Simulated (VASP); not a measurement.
Write the native input for VASP 6.6.1 that does the following.

```
Task                   : single point
Functional             : PBEsol
Potentials or basis    : VASP PAW PBE potentials, release 64 (W_sv)
Cutoff                 : 520 eV
k mesh                 : 20 × 20 × 20
Occupations            : gaussian, width 0.15 eV
Spin                   : no spin polarisation
Dipole correction      : no
Further INCAR settings : ALGO = Fast; EDIFF = 1e-07; NBANDS = 13
```

The structure of W lies in POSCAR:

```
W
1.0
   -1.6372325000      1.6372325000      1.6771650000
    1.6372325000     -1.6372325000      1.6771650000
    1.6372325000      1.6372325000     -1.6771650000
W
1
Direct
    0.0000000000      0.0000000000      0.0000000000
```

This cell differs from its parent crystal: strain +0.025 along x and y, +0.050 along z.

The input as run:

INCAR

```
SYSTEM = W
PREC = Accurate ; ENCUT = 520
EDIFF = 1E-7 ; ISMEAR = 0
SIGMA = 0.15 ; LREAL = .FALSE.
LASPH = .TRUE. ; NELM = 80
ALGO = Fast ; ISIF = 2
LWAVE = .FALSE. ; LCHARG = .FALSE.
GGA = PS ; NBANDS = 13
```

KPOINTS

```
regular mesh
0
G
  20 20 20
  0 0 0
```

Potentials or basis: VASP PAW PBE potentials, release 64 (W_sv).

Command:

```sh
$ cat potpaw_PBE.64/W_sv/POTCAR > POTCAR
$ mpirun -np 1 vasp_std > vasp.out
```

It gave:

```
Pressure               : -32.8 GPa
Band gap on the k mesh : zero (band 7 reaches 13.80 eV, above the bottom of band 8 at 8.65 eV)
```

Caveat: the cell differs from its parent crystal (strain +0.025 along x and y, +0.050 along z); the PAW data sets were made with another functional, which shifts forces and pressure a little; spin-orbit coupling is left out, which moves the levels of the heavy elements.

It took 45 s on 1 thread of Intel(R) Xeon(R) 6975P-C (Granite Rapids) (shared host), peak memory 0.25 GiB.
